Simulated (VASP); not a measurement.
A run of VASP 6.6.1 is set up as follows.

Contents of INCAR:

```
PREC = Accurate
ENCUT = 520
EDIFF = 1E-6
ISMEAR = 0
SIGMA = 0.1
LREAL = F
LASPH = T
NELM = 60
ALGO = Fast
ISIF = 2
LWAVE = F
LCHARG = T
GGA = PS
LELF = T
LVHAR = T
NBANDS = 18
```

KPOINTS

```
regular mesh
0
Gamma
  18 18 8
```

POSCAR

```
Al3Cu
1.0
    2.7664439079      0.0000000000      0.0000000000
    0.0000000000      2.7664439079      0.0000000000
    0.0000000000      0.0000000000      7.8310458245
Al Cu
3 1
Direct
    0.0000000000      0.0000000000      0.5000000000
    0.5000000000      0.5000000000      0.2215070523
    0.5000000000      0.5000000000      0.7784929477
    0.0000000000      0.0000000000      0.0000000000
```

Potentials or basis: VASP PAW PBE potentials, release 64 (Al, Cu).

Command:

```sh
$ cat potpaw_PBE.64/Al/POTCAR potpaw_PBE.64/Cu/POTCAR > POTCAR
$ mpirun -np 1 vasp_std > vasp.out
```

(1) What does it give for the band gap on the k mesh?

(2) What does it give for the largest force?

(3) What does it give for the pressure?

Answers

(1) zero (bands 10 and 11 overlap by 5.43 eV).

(2) 0.022 eV/Å.

(3) -4.0 GPa.

Caveat: the cell differs from its parent crystal (uniaxial strain along c: +3.0 %, then relaxed in part); the cell stands under tension; the PAW data sets were made with another functional, which shifts forces and pressure a little.
